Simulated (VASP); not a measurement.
# Te2Mo (P2_1/m) in VASP: further runs

Te2Mo is run at these levels: PBE+D4, revPBE+D4, RPBE+D4, PBE+D3(BJ), LDA+U; tasks: single point.

Everything below comes from runs of VASP 6.6.1. Logs are shortened: lines on timing, memory, paths and dates and some standing lists are left out, and cuts for length are marked.

### Step 1. The cell of the first run

Symmetry: P2_1/m, No. 11, monoclinic system. Conventional cell: a = 6.340 Å, b = 3.476 Å, c = 13.310 Å, α = 90.00°, β = 93.58°, γ = 90.00°. Within 3.8 Å of Te (site symmetry m) lie 3 Mo at 2.79 to 2.80 Å and 10 Te at 3.44 to 3.73 Å. Within 3.8 Å of Te (site symmetry m) lie 3 Mo at 2.70 Å and 9 Te at 3.48 to 3.77 Å. Te (site symmetry m) has 3 Mo at 2.78 to 2.80 Å and 10 Te at 3.44 to 3.68 Å within 3.7 Å. Te (site symmetry m) has 3 Mo at 2.70 Å and 9 Te at 3.48 to 3.77 Å within 3.8 Å. Within 3.6 Å of Mo (site symmetry m) lie 6 Te at 2.70 to 2.80 Å and 4 Mo at 2.89 to 3.48 Å. Within 3.6 Å of Mo (site symmetry m) lie 6 Te at 2.70 to 2.80 Å and 4 Mo at 2.88 to 3.48 Å.

### Step 2. Single point, PBE+D4

INCAR

```
SYSTEM = Te2Mo
ALGO = Normal
EDIFF = 1E-7
ENCUT = 520
GGA = PE
ISIF = 2
ISMEAR = -1
IVDW = 13
LASPH = .True.
LCHARG = .True.
LELF = .True.
LREAL = .False.
LVHAR = .True.
LWAVE = .False.
NBANDS = 64
NELM = 100
PREC = Accurate
SIGMA = 0.05
```

KPOINTS

```
k-points
0
Gamma
  4 8 2
  0 0 0
```

POSCAR

```
Te2Mo
1.0
    6.3395113150      0.0000000000      0.0275652166
    0.0000000000      3.4759670177      0.0000000000
   -0.8880022630      0.0000000000     13.2804543217
Te Mo
8 4
Direct
    0.9439295497      0.7500000000      0.6067287471
    0.0560704503      0.2500000000      0.3932712529
    0.9056888850      0.2500000000      0.8450344074
    0.0943111150      0.7500000000      0.1549655926
    0.4137051335      0.7500000000      0.8936635548
    0.5862948665      0.2500000000      0.1063364452
    0.4396966542      0.2500000000      0.6544500643
    0.5603033458      0.7500000000      0.3455499357
    0.8177661686      0.7500000000      0.9923158937
    0.1822338314      0.2500000000      0.0076841063
    0.6802133789      0.2500000000      0.4936792381
    0.3197866211      0.7500000000      0.5063207619
```

Potentials or basis: VASP PAW PBE potentials, release 64 (Te, Mo_sv).

Command:

```
$ cat potpaw_PBE.64/Te/POTCAR potpaw_PBE.64/Mo_sv/POTCAR > POTCAR
$ mpirun -np 1 vasp_std > vasp.out
```

OUTCAR:

```text
SYSTEM = Te2Mo
   EDIFF = 1E-7
   ENCUT = 520
   GGA = PE
   ISIF = 2
   ISMEAR = -1
   IVDW = 13
   LASPH = .True.
   LREAL = .False.
   NELM = 100
   PREC = Accurate

 ion  position               nearest neighbor table
   1  0.944  0.750  0.607-  11 2.79  11 2.79  12 2.80   2 3.44   2 3.44   7 3.61   7 3.61   3 3.64
                             3 3.64
   2  0.056  0.250  0.393-  12 2.79  12 2.79  11 2.80   1 3.44   1 3.44   8 3.61   8 3.61   4 3.64
                             4 3.64
   3  0.906  0.250  0.845-  10 2.70   9 2.70   9 2.70   1 3.64   1 3.64   5 3.66   5 3.66   5 3.68
                             5 3.68
   4  0.094  0.750  0.155-   9 2.70  10 2.70  10 2.70   2 3.64   2 3.64   6 3.66   6 3.66   6 3.68
                             6 3.68
   5  0.414  0.750  0.894-  10 2.78  10 2.78   9 2.80   6 3.44   6 3.44   7 3.64   7 3.64   3 3.66
                             3 3.66   3 3.68   3 3.68
   6  0.586  0.250  0.106-   9 2.78   9 2.78  10 2.80   5 3.44   5 3.44   8 3.64   8 3.64   4 3.66
                             4 3.66   4 3.68   4 3.68
   7  0.440  0.250  0.654-  12 2.70  12 2.70  11 2.70   1 3.61   1 3.61   5 3.64   5 3.64
   8  0.560  0.750  0.346-  11 2.70  11 2.70  12 2.70   2 3.61   2 3.61   6 3.64   6 3.64
   9  0.818  0.750  0.992-   4 2.70   3 2.70   3 2.70   6 2.78   6 2.78   5 2.80  10 2.89  10 2.89

  10  0.182  0.250  0.008-   3 2.70   4 2.70   4 2.70   5 2.78   5 2.78   6 2.80   9 2.89   9 2.89

  11  0.680  0.250  0.494-   8 2.70   8 2.70   7 2.70   1 2.79   1 2.79   2 2.80  12 2.88  12 2.88

  12  0.320  0.750  0.506-   7 2.70   7 2.70   8 2.70   2 2.79   2 2.79   1 2.80  11 2.88  11 2.88

  LATTYP: Found a simple monoclinic cell.
 ALAT       =     6.3395712437
 B/A-ratio  =     0.5482968617
 C/A-ratio  =     2.0995283423
 COS(beta)  =    -0.0623773125

  Lattice vectors:

 A1 = (   6.3395113150,   0.0000000000,   0.0275652166)
 A2 = (   0.0000000000,   3.4759670177,   0.0000000000)
 A3 = (  -0.8880022630,   0.0000000000,  13.2804543217)

Analysis of symmetry for initial positions (statically):
=====================================================================
 Subroutine PRICEL returns:
 Original cell was already a primitive cell.

 Routine SETGRP: Setting up the symmetry group for a
 simple monoclinic supercell.

 Subroutine GETGRP returns: Found  4 space group operations
 (whereof  2 operations were pure point group operations)
 out of a pool of  4 trial point group operations.

The static configuration has the point symmetry S_2 .
 The point group associated with its full space group is C_2h.

Analysis of symmetry for dynamics (positions and initial velocities):
=====================================================================
 Subroutine PRICEL returns:
 Original cell was already a primitive cell.

 Routine SETGRP: Setting up the symmetry group for a
 simple monoclinic supercell.

 Subroutine GETGRP returns: Found  4 space group operations
 (whereof  2 operations were pure point group operations)
 out of a pool of  4 trial point group operations.

The dynamic configuration has the point symmetry S_2 .
 The point group associated with its full space group is C_2h.

 Subroutine INISYM returns: Found  4 space group operations
 (whereof  2 operations are pure point group operations),
 and found     1 'primitive' translations

----------------------------------------------------------------------------------------

                                     Primitive cell

  volume of cell :     292.7323

  direct lattice vectors                    reciprocal lattice vectors
     6.339511315  0.000000000  0.027565217     0.157695017  0.000000000  0.010544333
     0.000000000  3.475967018  0.000000000     0.000000000  0.287689726  0.000000000
    -0.888002263  0.000000000 13.280454322    -0.000327315  0.000000000  0.075276743

  length of vectors
     6.339571244  3.475967018 13.310109504     0.158047149  0.287689726  0.075277454

  position of ions in fractional coordinates (direct lattice)
     0.943929550  0.750000000  0.606728747
     0.056070450  0.250000000  0.393271253
     0.905688885  0.250000000  0.845034407
     0.094311115  0.750000000  0.154965593
     0.413705134  0.750000000  0.893663555
     0.586294866  0.250000000  0.106336445
     0.439696654  0.250000000  0.654450064
     0.560303346  0.750000000  0.345549936
     0.817766169  0.750000000  0.992315894
     0.182233831  0.250000000  0.007684106
     0.680213379  0.250000000  0.493679238
     0.319786621  0.750000000  0.506320762

  ion indices of the primitive-cell ions
   primitive index   ion index
                 1           1
                 2           2
                 3           3
                 4           4
                 5           5
                 6           6
                 7           7
                 8           8
                 9           9
                10          10
                11          11
                12          12

----------------------------------------------------------------------------------------

 KPOINTS: k-points

Automatic generation of k-mesh.
 Grid dimensions read from file:
 generate k-points for:    4    8    2

 Generating k-lattice:

  Cartesian coordinates                     Fractional coordinates (reciprocal lattice)
     0.039423754  0.000000000  0.002636083     0.250000000  0.000000000  0.000000000
     0.000000000  0.035961216  0.000000000     0.000000000  0.125000000  0.000000000
    -0.000163658  0.000000000  0.037638371    -0.000000000  0.000000000  0.500000000

  Length of vectors
     0.039511787  0.035961216  0.037638727

  Shift w.r.t. Gamma in fractional coordinates (k-lattice)
     0.000000000  0.000000000  0.000000000

 Subroutine IBZKPT returns following result:
 ===========================================

 Found     30 irreducible k-points:

 Following reciprocal coordinates:
            Coordinates               Weight
  0.000000  0.000000  0.000000      1.000000
  0.250000  0.000000  0.000000      2.000000
  0.500000  0.000000  0.000000      1.000000
  0.000000  0.125000  0.000000      2.000000
  0.250000  0.125000  0.000000      4.000000
  0.500000  0.125000  0.000000      2.000000
[... 16 lines left out ...]
  0.250000  0.250000  0.500000      4.000000
  0.500000  0.250000  0.500000      2.000000
 [... further k-points ...]
   k-points           NKPTS =     30   k-points in BZ     NKDIM =     30   number of bands    NBANDS=     64
   number of dos      NEDOS =    301   number of ions     NIONS =     12
   total plane-waves  NPLWV = 134400
   dimension x,y,z NGX =    48 NGY =   28 NGZ =  100
   dimension x,y,z NGXF=    96 NGYF=   56 NGZF=  200
   ions per type =               8   4
   NGX,Y,Z   is equivalent  to a cutoff of  12.59, 13.39, 12.49 a.u.
   NGXF,Y,Z  is equivalent  to a cutoff of  25.17, 26.78, 24.98 a.u.
 SYSTEM =  Te2Mo
   PREC   = accura    normal or accurate (medium, high low for compatibility)
   ISTART =      0    job   : 0-new  1-cont  2-samecut
   ICHARG =      2    charge: 1-file 2-atom 10-const
   ISPIN  =      1    spin polarized calculation?
   LNONCOLLINEAR =      F non collinear calculations
   LSORBIT =      F    spin-orbit coupling
   LASPH  =      T    aspherical Exc in radial PAW
   ENCUT  =  520.0 eV  38.22 Ry    6.18 a.u.  11.79  6.46 24.75*2*pi/ulx,y,z
   NELM   =    100;   NELMIN=  2; NELMDL= -5     # of ELM steps
   EDIFF  = 0.1E-06   stopping-criterion for ELM
   LREAL  =      F    real-space projection
   EDIFFG = 0.1E-05   stopping-criterion for IOM
   NSW    =      0    number of steps for IOM
   IBRION =     -1    ionic relax: 0-MD 1-quasi-New 2-CG
   NFREE  =      0    steps in history (QN), initial steepest desc. (CG)
   ISIF   =      2    stress and relaxation
   ISYM   =      2    0-nonsym 1-usesym 2-fastsym
   POTIM  = 0.5000    time-step for ionic-motion
   TEBEG  =    0.0;   TEEND  =   0.0 temperature during run
   PSTRESS=    0.0 pullay stress
   NELECT =     104.0000    total number of electrons
   NUPDOWN=      -1.0000    fix difference up-down
   EMIN   =  10.00;   EMAX   =-10.00  energy-range for DOS
   EFERMI =   0.00;   METHOD = LEGACY
   ISMEAR =    -1;   SIGMA  =   0.05  broadening in eV -4-tet -1-fermi 0-gaus
   EFERMI_NEDOS =   21; number of points for ismear=-14 and -15
   IALGO  =     38    algorithm
   IMIX   =      4    mixing-type and parameters
     AMIX     =   0.40;   BMIX     =  1.00
     AMIX_MAG =   1.60;   BMIX_MAG =  1.00
  volume/ion in A,a.u.               =      24.39       164.62
  Fermi-wavevector in a.u.,A,eV,Ry     =   1.159478  2.191095 18.291517  1.344389
  Thomas-Fermi vector in A             =   2.296070
   LORBIT       =      0    0 simple, 1 ext, 2 COOP (PROOUT), +10 PAW based schemes
   GGA     = PE    functional components
   LHFCALC =     F    Hartree Fock is set to
   AEXX    =    0.0000 exact exchange contribution
   IVDW    =    13    specifies the selected vdW correction
   LEPSILON=     F    determine dielectric tensor
   LRPA    =     F    only Hartree local field effects (RPA)
 non-spin polarized calculation
  energy-cutoff  :      520.00
  volume of cell :      292.73
 maximum number of plane-waves:      7925
 NGX is ok and might be reduce to    48
   NGX = 23   NGY = 13   NGZ = 49

 number of electron     103.9999993 magnetization

 Free energy of the ion-electron system (eV)
  ---------------------------------------------------
  ext. energy  EPLUGINS =         0.00000000
  ---------------------------------------------------
  free energy    TOTEN  =       -71.65055724 eV

  energy without entropy =      -71.61599535  energy(sigma->0) =      -71.63327630

 E-fermi :   8.8099     XC(G=0): -10.5885

 val. band max:        8.8092426141   @ k =   0.2500   0.0000   0.0000
 cond. band min:       8.8244803382   @ k =  -0.0000   0.2500   0.5000
 fundamental gap:      0.0152377241
 Fermi energy:         8.8098999694

 k-point     1 :       0.0000    0.0000    0.0000
  band No.  band energies     occupation
      1     -52.3273      2.00000
      2     -52.3016      2.00000
      3     -52.2667      2.00000
      4     -52.2421      2.00000
      5     -26.5946      2.00000
      6     -26.5682      2.00000
[... 56 lines left out ...]
     63      11.5571      0.00000
     64      11.7150      0.00000

 k-point     2 :       0.2500    0.0000    0.0000
  band No.  band energies     occupation
      1     -52.3271      2.00000
      2     -52.3014      2.00000
      3     -52.2669      2.00000
      4     -52.2422      2.00000
      5     -26.5903      2.00000
      6     -26.5639      2.00000
[... 56 lines left out ...]
     63      11.5469      0.00000
     64      11.7715      0.00000

 k-point     3 :       0.5000    0.0000    0.0000
  band No.  band energies     occupation
      1     -52.3270      2.00000
      2     -52.3013      2.00000
      3     -52.2670      2.00000
      4     -52.2423      2.00000
      5     -26.5859      2.00000
      6     -26.5594      2.00000
[... 1396 lines left out ...]
     63      11.2443      0.00000
     64      11.3552      0.00000

 k-point    24 :       0.5000    0.2500    0.5000
  band No.  band energies     occupation
      1     -52.3153      2.00000
      2     -52.2898      2.00000
      3     -52.2729      2.00000
      4     -52.2481      2.00000
      5     -26.5988      2.00000
      6     -26.5838      2.00000
[... 56 lines left out ...]
     63      11.0085      0.00000
     64      11.2212      0.00000

 [... further k-points ...]

------------------------ aborting loop because EDIFF is reached ----------------------------------------

  DFT-D4 for vdW energy calculation

  Edisp (eV):   -6.85768

  FORCE on cell =-STRESS in cart. coord.  units (eV):
  Direction    XX          YY          ZZ          XY          YZ          ZX
  --------------------------------------------------------------------------------------
  -------------------------------------------------------------------------------------
  Total       0.06559    -0.00206    -0.02190     0.00000     0.00000     0.00705
  in kB       0.35898    -0.01130    -0.11984     0.00000     0.00000     0.03858
  external pressure =        0.08 kB  Pullay stress =        0.00 kB

 VOLUME and BASIS-vectors are now :
 -----------------------------------------------------------------------------
  energy-cutoff  :      520.00
  volume of cell :      292.73
      direct lattice vectors                 reciprocal lattice vectors
     6.339511315  0.000000000  0.027565217     0.157695017  0.000000000  0.010544333
     0.000000000  3.475967018  0.000000000     0.000000000  0.287689726  0.000000000
    -0.888002263  0.000000000 13.280454322    -0.000327315  0.000000000  0.075276743

 POSITION                                       TOTAL-FORCE (eV/Angst)
 -----------------------------------------------------------------------------------
      5.44528      2.60698      8.08365        -0.006576      0.000000      0.003905
      0.00623      0.86899      5.22437         0.006576      0.000000     -0.003905
      4.99123      0.86899     11.24741         0.002797      0.000000     -0.008909
      0.46028      2.60698      2.06061        -0.002797     -0.000000      0.008909
      1.82911      2.60698     11.87966         0.001070      0.000000     -0.004343
      3.62240      0.86899      1.42836        -0.001070      0.000000      0.004343
      2.20631      0.86899      8.70351         0.004645      0.000000      0.010645
      3.24520      2.60698      4.60451        -0.004645     -0.000000     -0.010645
      4.30306      2.60698     13.20095        -0.010907      0.000000      0.005117
      1.14845      0.86899      0.10707         0.010907      0.000000     -0.005117
      3.87383      0.86899      6.57503         0.014813      0.000000      0.002800
      1.57768      2.60698      6.73298        -0.014813     -0.000000     -0.002800
 -----------------------------------------------------------------------------------
    total drift:                                0.000000      0.000000      0.000000

  FREE ENERGIE OF THE ION-ELECTRON SYSTEM (eV)
  ---------------------------------------------------
  free  energy   TOTEN  =       -78.5082384280 eV

  energy  without entropy=      -78.4736765442  energy(sigma->0) =      -78.49095749
```

It took 31 min on 1 thread of Intel Xeon 8259CL, shared host; peak memory 0.62 GiB.

Results:

* Free energy: -78.5082 eV
* Pressure: 0.0 GPa
* Largest force: 0.015 eV/Å
* Band gap on the k mesh: zero (bands 52 and 53 overlap by 0.50 eV)
* Dispersion energy per atom: -0.571 eV

Forces in eV/Å, atoms in the order of the input:
```
Te  -0.007  0.000  0.004
Te   0.007  0.000 -0.004
Te   0.003  0.000 -0.009
Te  -0.003  0.000  0.009
Te   0.001  0.000 -0.004
Te  -0.001  0.000  0.004
Te   0.005  0.000  0.011
Te  -0.005  0.000 -0.011
Mo  -0.011  0.000  0.005
Mo   0.011  0.000 -0.005
Mo   0.015  0.000  0.003
Mo  -0.015  0.000 -0.003
```

Caveat: spin-orbit coupling is left out, which moves the levels of the heavy elements.

[end of part 1 of 3]

The gap in the log of VASP goes by the Fermi energy; the results here count the filled bands.